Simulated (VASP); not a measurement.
ZrSc, 2 atoms in the cell. It takes space group P-6m2 (No. 187, hexagonal). Conventional cell: a = 3.375 Å, b = 3.375 Å, c = 4.876 Å, α = 90.00°, β = 90.00°, γ = 120.00°. Within 4.1 Å of Zr (site symmetry -6m2) lie 6 Sc at 3.12 Å and 6 Zr at 3.38 Å. Within 4.1 Å of Sc (site symmetry -6m2) lie 6 Zr at 3.12 Å and 6 Sc at 3.38 Å.  This cell differs from its parent crystal: ratio of the length along z to the lengths across it x 0.92, volume and fractional coordinates fixed.

```yaml
Program: VASP 6.6.1
Task: single point
Functional: LDA
Potentials_or_basis: VASP PAW LDA potentials, release 64 (Zr_sv, Sc_sv)
Cutoff: 520 eV
k_mesh: 18 × 18 × 10
Occupations: gaussian, width 0.15 eV
Spin: no spin polarisation
Dipole_correction: no
Further_INCAR_settings: ALGO = Fast; EDIFF = 1e-06; NBANDS = 18
```

Potentials or basis: VASP PAW LDA potentials, release 64 (Zr_sv, Sc_sv).

The run is started by

```sh
$ cat potpaw_LDA.64/Zr_sv/POTCAR potpaw_LDA.64/Sc_sv/POTCAR > POTCAR
$ mpirun -np 1 vasp_std > vasp.out
```

Hardware: 1 thread of Intel(R) Xeon(R) Platinum 8488C (Sapphire Rapids), on a shared host.

Estimate the wall time of this run.

Wall time 4.8 min on 1 thread of Intel(R) Xeon(R) Platinum 8488C (Sapphire Rapids) (shared host), peak memory 0.31 GiB. Counts: scf iterations 29, k points 222.
